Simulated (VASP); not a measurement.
# La2O3 (P-3m1) in VASP: relaxation of cell and atoms with LDA

Aim: the relaxation of cell and atoms of La2O3 with LDA.

All numbers are computed with VASP 6.6.1; they aren't measurements. Logs are shortened: lines on timing, memory, paths and dates and some standing lists are left out, and cuts for length are marked.

### 1 The cell of the first run

The structure is trigonal, space group P-3m1 (No. 164). Conventional cell: a = 3.931 Å, b = 3.931 Å, c = 6.112 Å, α = 90.00°, β = 90.00°, γ = 120.00°. La (site symmetry 3m) has 7 O at 2.36 to 2.72 Å within 3.1 Å. Within 3.2 Å of O (site symmetry 3m) lie 4 La at 2.36 to 2.44 Å and 6 O at 2.89 to 3.14 Å. Within 3.6 Å of O (site symmetry -3m) lie 6 La at 2.72 Å and 6 O at 3.14 Å.

### 2 Relaxation of cell and atoms, LDA

INCAR reads:

```
  PREC = Accurate
  ENCUT = 600
  EDIFF = 1E-7
  ISMEAR = 0
  SIGMA = 0.02
  LREAL = F
  LASPH = T
  NELM = 100
  ALGO = Normal
  ISIF = 3
  LWAVE = F
  LCHARG = F
  GGA = CA
  IBRION = 2
  NSW = 100
  EDIFFG = -0.002
```

KPOINTS reads:

```
Automatic mesh
0
Gamma
  9 9 4
```

POSCAR reads:

```
La2O3
1.0
    3.9307778800      0.0000000000      0.0000000000
   -1.9653889400      3.4041535000      0.0000000000
    0.0000000000      0.0000000000      6.1119535200
La O
2 3
Direct
    0.6666666700      0.3333333300      0.7537643200
    0.3333333300      0.6666666700      0.2462356800
    0.6666666700      0.3333333300      0.3541093500
    0.3333333300      0.6666666700      0.6458906500
    0.0000000000      0.0000000000      0.0000000000
```

Potentials or basis: VASP PAW LDA potentials, release 64 (La, O).

Run with:

```bash
$ cat potpaw_LDA.64/La/POTCAR potpaw_LDA.64/O/POTCAR > POTCAR
$ mpirun -np 1 vasp_std > vasp.out
```

OUTCAR:

```text
PREC = Accurate
   ENCUT = 600
   EDIFF = 1E-7
   ISMEAR = 0
   LREAL = F
   LASPH = T
   NELM = 100
   ISIF = 3
   GGA = CA
   IBRION = 2
   NSW = 100
   EDIFFG = -0.002

 ion  position               nearest neighbor table
   1  0.667  0.333  0.754-   4 2.36   4 2.36   4 2.36   3 2.44   5 2.72   5 2.72   5 2.72
   2  0.333  0.667  0.246-   3 2.36   3 2.36   3 2.36   4 2.44   5 2.72   5 2.72   5 2.72
   3  0.667  0.333  0.354-   2 2.36   2 2.36   2 2.36   1 2.44
   4  0.333  0.667  0.646-   1 2.36   1 2.36   1 2.36   2 2.44
   5  0.000  0.000  0.000-   1 2.72   2 2.72   2 2.72   1 2.72   1 2.72   2 2.72

  LATTYP: Found a hexagonal cell.
 ALAT       =     3.9307778800
 C/A-ratio  =     1.5548966913

  Lattice vectors:

 A1 = (   3.9307778800,   0.0000000000,   0.0000000000)
 A2 = (  -1.9653889400,   3.4041535000,   0.0000000000)
 A3 = (   0.0000000000,   0.0000000000,   6.1119535200)

Analysis of symmetry for initial positions (statically):
=====================================================================
 Subroutine PRICEL returns:
 Original cell was already a primitive cell.

 Routine SETGRP: Setting up the symmetry group for a
 hexagonal supercell.

 Subroutine GETGRP returns: Found 12 space group operations
 (whereof 12 operations were pure point group operations)
 out of a pool of 24 trial point group operations.

The static configuration has the point symmetry D_3d.

Analysis of symmetry for dynamics (positions and initial velocities):
=====================================================================
 Subroutine PRICEL returns:
 Original cell was already a primitive cell.

 Routine SETGRP: Setting up the symmetry group for a
 hexagonal supercell.

 Subroutine GETGRP returns: Found 12 space group operations
 (whereof 12 operations were pure point group operations)
 out of a pool of 24 trial point group operations.

The dynamic configuration has the point symmetry D_3d.

 Subroutine INISYM returns: Found 12 space group operations
 (whereof 12 operations are pure point group operations),
 and found     1 'primitive' translations

----------------------------------------------------------------------------------------

                                     Primitive cell

  volume of cell :      81.7839

  direct lattice vectors                    reciprocal lattice vectors
     3.930777880  0.000000000  0.000000000     0.254402571  0.146879393  0.000000000
    -1.965388940  3.404153500  0.000000000     0.000000000  0.293758786  0.000000000
     0.000000000  0.000000000  6.111953520     0.000000000  0.000000000  0.163613810

  length of vectors
     3.930777880  3.930777879  6.111953520     0.293758786  0.293758786  0.163613810

  position of ions in fractional coordinates (direct lattice)
     0.666666670  0.333333330  0.753764320
     0.333333330  0.666666670  0.246235680
     0.666666670  0.333333330  0.354109350
     0.333333330  0.666666670  0.645890650
     0.000000000  0.000000000  0.000000000

  ion indices of the primitive-cell ions
   primitive index   ion index
                 1           1
                 2           2
                 3           3
                 4           4
                 5           5

----------------------------------------------------------------------------------------

 KPOINTS: Automatic mesh

Automatic generation of k-mesh.
 Grid dimensions read from file:
 generate k-points for:    9    9    4

 Generating k-lattice:

  Cartesian coordinates                     Fractional coordinates (reciprocal lattice)
     0.028266952  0.016319933  0.000000000     0.111111111  0.000000000  0.000000000
     0.000000000  0.032639865  0.000000000     0.000000000  0.111111111  0.000000000
     0.000000000  0.000000000  0.040903452     0.000000000  0.000000000  0.250000000

  Length of vectors
     0.032639865  0.032639865  0.040903452

  Shift w.r.t. Gamma in fractional coordinates (k-lattice)
     0.000000000  0.000000000  0.000000000

 Subroutine IBZKPT returns following result:
 ===========================================

 Found     43 irreducible k-points:

 Following reciprocal coordinates:
            Coordinates               Weight
  0.000000  0.000000  0.000000      1.000000
  0.111111  0.000000  0.000000      6.000000
  0.222222 -0.000000  0.000000      6.000000
  0.333333  0.000000  0.000000      6.000000
  0.444444 -0.000000  0.000000      6.000000
  0.111111  0.111111  0.000000      6.000000
[... 16 lines left out ...]
  0.222222  0.111111  0.250000     12.000000
 -0.111111  0.333333  0.250000     12.000000
 [... further k-points ...]
   k-points           NKPTS =     43   k-points in BZ     NKDIM =     43   number of bands    NBANDS=     24
   number of dos      NEDOS =    301   number of ions     NIONS =      5
   total plane-waves  NPLWV =  51200
   dimension x,y,z NGX =    32 NGY =   32 NGZ =   50
   dimension x,y,z NGXF=    64 NGYF=   64 NGZF=  100
   ions per type =               2   3
   NGX,Y,Z   is equivalent  to a cutoff of  13.53, 13.53, 13.60 a.u.
   NGXF,Y,Z  is equivalent  to a cutoff of  27.07, 27.07, 27.20 a.u.
 SYSTEM =  unknown system
   PREC   = accura    normal or accurate (medium, high low for compatibility)
   ISTART =      0    job   : 0-new  1-cont  2-samecut
   ICHARG =      2    charge: 1-file 2-atom 10-const
   ISPIN  =      1    spin polarized calculation?
   LNONCOLLINEAR =      F non collinear calculations
   LSORBIT =      F    spin-orbit coupling
   LASPH  =      T    aspherical Exc in radial PAW
   ENCUT  =  600.0 eV  44.10 Ry    6.64 a.u.   7.85  7.85 12.21*2*pi/ulx,y,z
   NELM   =    100;   NELMIN=  2; NELMDL= -5     # of ELM steps
   EDIFF  = 0.1E-06   stopping-criterion for ELM
   LREAL  =      F    real-space projection
   EDIFFG = -.2E-02   stopping-criterion for IOM
   NSW    =    100    number of steps for IOM
   IBRION =      2    ionic relax: 0-MD 1-quasi-New 2-CG
   NFREE  =      1    steps in history (QN), initial steepest desc. (CG)
   ISIF   =      3    stress and relaxation
   ISYM   =      2    0-nonsym 1-usesym 2-fastsym
   POTIM  = 0.5000    time-step for ionic-motion
   TEBEG  =    0.0;   TEEND  =   0.0 temperature during run
   PSTRESS=    0.0 pullay stress
   NELECT =      40.0000    total number of electrons
   NUPDOWN=      -1.0000    fix difference up-down
   EMIN   =  10.00;   EMAX   =-10.00  energy-range for DOS
   EFERMI =   0.00;   METHOD = LEGACY
   ISMEAR =     0;   SIGMA  =   0.02  broadening in eV -4-tet -1-fermi 0-gaus
   EFERMI_NEDOS =   21; number of points for ismear=-14 and -15
   IALGO  =     38    algorithm
   IMIX   =      4    mixing-type and parameters
     AMIX     =   0.40;   BMIX     =  1.00
     AMIX_MAG =   1.60;   BMIX_MAG =  1.00
  volume/ion in A,a.u.               =      16.36       110.38
  Fermi-wavevector in a.u.,A,eV,Ry     =   1.289849  2.437462 22.636161  1.663711
  Thomas-Fermi vector in A             =   2.421717
   LORBIT       =      0    0 simple, 1 ext, 2 COOP (PROOUT), +10 PAW based schemes
   GGA     = CA    functional components
   LHFCALC =     F    Hartree Fock is set to
   AEXX    =    0.0000 exact exchange contribution
   IVDW    =     0    specifies the selected vdW correction
   LEPSILON=     F    determine dielectric tensor
   LRPA    =     F    only Hartree local field effects (RPA)
 conjugate gradient relaxation of ions
 non-spin polarized calculation
 Gauss-broadening in eV      SIGMA  =   0.02
  energy-cutoff  :      600.00
  volume of cell :       81.78
 maximum number of plane-waves:      2752
   NGX = 15   NGY = 15   NGZ = 25

--------------------------------------- Ionic step        1  -------------------------------------------

 number of electron      40.0000000 magnetization

 Free energy of the ion-electron system (eV)
  ---------------------------------------------------
  ext. energy  EPLUGINS =         0.00000000
  ---------------------------------------------------
  free energy    TOTEN  =       -45.82685851 eV

  energy without entropy =      -45.82685851  energy(sigma->0) =      -45.82685851

------------------------ aborting loop because EDIFF is reached ----------------------------------------

  FORCE on cell =-STRESS in cart. coord.  units (eV):
  Direction    XX          YY          ZZ          XY          YZ          ZX
  --------------------------------------------------------------------------------------
  -------------------------------------------------------------------------------------
  Total       -3.4121271     -3.4121271     -3.1190533      0.0000000      0.0000000      0.0000000
  in kB      -66.8448723    -66.8448723    -61.1034459      0.0000000      0.0000000      0.0000000
  external PRESSURE =     -64.9310635 kB  Pullay stress =       0.0000000 kB
[... 98 lines left out ...]
  FREE ENERGIE OF THE ION-ELECTRON SYSTEM (eV)
  ---------------------------------------------------
  free  energy   TOTEN  =       -45.9045283058 eV

  energy  without entropy=      -45.9045283058  energy(sigma->0) =      -45.90452831

[... ionic steps 4 to 14 ...]

--------------------------------------- Ionic step       15  -------------------------------------------

 number of electron      40.0000001 magnetization

------------------------ aborting loop because EDIFF is reached ----------------------------------------

  FORCE on cell =-STRESS in cart. coord.  units (eV):
  Direction    XX          YY          ZZ          XY          YZ          ZX
  --------------------------------------------------------------------------------------
  -------------------------------------------------------------------------------------
  Total       -0.0091237     -0.0091237     -0.0081708      0.0000000      0.0000000      0.0000000
  in kB       -0.1884873     -0.1884873     -0.1688019      0.0000000      0.0000000      0.0000000
  external PRESSURE =      -0.1819255 kB  Pullay stress =       0.0000000 kB
[... 63 lines left out ...]
  energy  without entropy=      -45.9124010526  energy(sigma->0) =      -45.91240105

--------------------------------------- Ionic step       17  -------------------------------------------

 number of electron      40.0000001 magnetization

 Free energy of the ion-electron system (eV)
  ---------------------------------------------------
  ext. energy  EPLUGINS =         0.00000000
  ---------------------------------------------------
  free energy    TOTEN  =       -45.91240256 eV

  energy without entropy =      -45.91240256  energy(sigma->0) =      -45.91240256

 E-fermi :   6.3352     XC(G=0): -11.1957

 val. band max:        6.2040112625   @ k =   0.4444  -0.0000   0.5000
 cond. band min:       9.9554932600   @ k =   0.3333   0.3333   0.0000
 fundamental gap:      3.7514819975
 Fermi energy:         6.3351816951

 k-point     1 :       0.0000    0.0000    0.0000
  band No.  band energies     occupation
      1     -23.2894      2.00000
      2     -22.9540      2.00000
      3     -10.7062      2.00000
      4      -9.2598      2.00000
      5      -8.8382      2.00000
      6      -6.7866      2.00000
[... 637 lines left out ...]
     23      11.2325      0.00000
     24      11.4541      0.00000

 [... further k-points ...]

------------------------ aborting loop because EDIFF is reached ----------------------------------------

  FORCE on cell =-STRESS in cart. coord.  units (eV):
  Direction    XX          YY          ZZ          XY          YZ          ZX
  --------------------------------------------------------------------------------------
  -------------------------------------------------------------------------------------
  Total        0.0004168      0.0004168      0.0015618      0.0000000     -0.0000000     -0.0000000
  in kB        0.0086104      0.0086104      0.0322673      0.0000000     -0.0000000     -0.0000000
  external PRESSURE =       0.0164961 kB  Pullay stress =       0.0000000 kB
[... 20 lines left out ...]
  FREE ENERGIE OF THE ION-ELECTRON SYSTEM (eV)
  ---------------------------------------------------
  free  energy   TOTEN  =       -45.9124025628 eV

  energy  without entropy=      -45.9124025628  energy(sigma->0) =      -45.91240256

 reached required accuracy - stopping structural energy minimisation
```

Wall time 30 min (1 thread of Intel Xeon 8259CL, shared host); peak memory 0.27 GiB.

Results:

* Free energy: -45.9124 eV
* Relaxed volume: 15.51 Å³/atom
* Relaxed cell: a = 3.882 Å, b = 3.882 Å, c = 5.942 Å, α = 90.00°, β = 90.00°, γ = 120.00°
* Space group after relaxing (to 0.1 Å): P-3m1 (No. 164)
* Energy gained by relaxing: 17.1 meV/atom
* Ionic steps: 17
* Pressure after relaxing: 0.0 GPa
* Band gap on the k mesh: 3.75 eV (least direct gap 3.80 eV)

Step by step:
| step | energy change (eV) | largest force (eV/Å) | pressure (GPa) | volume (Å³) |
| --- | --- | --- | --- | --- |
| 1 | 0.0000 | 0.1611 | -6.49 | 81.78 |
| 2 | 0.0312 | 0.8513 | 8.89 | 74.19 |
| 3 | -0.0777 | 0.2709 | -0.19 | 78.18 |
| 4 | -0.0777 | 0.2801 | -0.05 | 78.11 |
| 5 | -0.0834 | 0.0444 | 0.04 | 77.78 |
| 6 | -0.0837 | 0.0426 | 0.08 | 77.67 |
| 7 | -0.0847 | 0.0463 | -0.10 | 77.71 |
| 8 | -0.0850 | 0.0501 | -0.25 | 77.75 |
| 9 | -0.0852 | 0.0544 | 0.26 | 77.46 |
| 10 | -0.0853 | 0.0391 | 0.11 | 77.55 |
| 11 | -0.0855 | 0.0126 | 0.05 | 77.54 |
| 12 | -0.0855 | 0.0068 | 0.03 | 77.53 |
| 13 | -0.0855 | 0.0008 | -0.03 | 77.57 |
| 14 | -0.0855 | 0.0026 | -0.02 | 77.56 |
| 15 | -0.0855 | 0.0035 | -0.02 | 77.55 |
| 16 | -0.0855 | 0.0055 | 0.01 | 77.54 |
| 17 | -0.0855 | 0.0007 | 0.00 | 77.55 |

Final structure:
```
La O
1.0
     3.88216    0.00000    0.00000
    -1.94108    3.36205    0.00000
     0.00000    0.00000    5.94162
La O
2 3
Direct
  0.66667 0.33333 0.75627
  0.33333 0.66667 0.24373
  0.66667 0.33333 0.35324
  0.33333 0.66667 0.64675
  0.00000 0.00000 0.00000
```

Caveat: spin-orbit coupling is left out, which moves the levels of the heavy elements; an odd mesh through Γ misses points on the zone boundary, where band edges can lie.
